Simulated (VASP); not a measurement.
## Pb: single point with r2SCAN

Crystal: Pb.

```
Pb
1.0
     0.00000    2.49457    2.49457
     2.49457    0.00000    2.49457
     2.49457    2.49457    0.00000
Pb
1
Cartesian
  0.0000 0.0000 0.0000
```

```
Program             : VASP 6.6.1
Task                : single point
Functional          : r2SCAN
Potentials or basis : VASP PAW PBE potentials, release 64 (Pb_d)
Cutoff              : 520 eV
k mesh              : 16 × 16 × 16
Occupations         : gaussian, width 0.05 eV
Spin                : no spin polarisation
```

```
Pressure               : 0.0 GPa
Band gap on the k mesh : zero (bands 7 and 8 overlap by 9.24 eV)
```

Levels at points of the mesh, in eV from the Fermi level:
```tsv
k point	band 3	band 4	band 5	band 6	band 7	band 8	band 9	band 10	band 11	band 12
(0.00, 0.00, 0.00)	-17.79	-17.65	-17.65	-12.21	7.46	7.46	7.46	10.33	11.91	12.85
(0.50, 0.00, 0.00)	-17.78	-17.51	-17.51	-8.53	-4.34	5.59	5.59	9.77	9.87	11.58
(0.50, 0.50, 0.00)	-17.52	-17.48	-17.48	-7.09	-3.44	2.02	2.02	5.77	6.87	19.09
```

Run time: 5.6 min on 1 thread of Intel Xeon 8259CL, with other jobs on the host, peak memory 0.2 GiB.

Caveat: the PAW data sets were made with another functional, which shifts forces and pressure a little; spin-orbit coupling is left out, which moves the levels of the heavy elements.
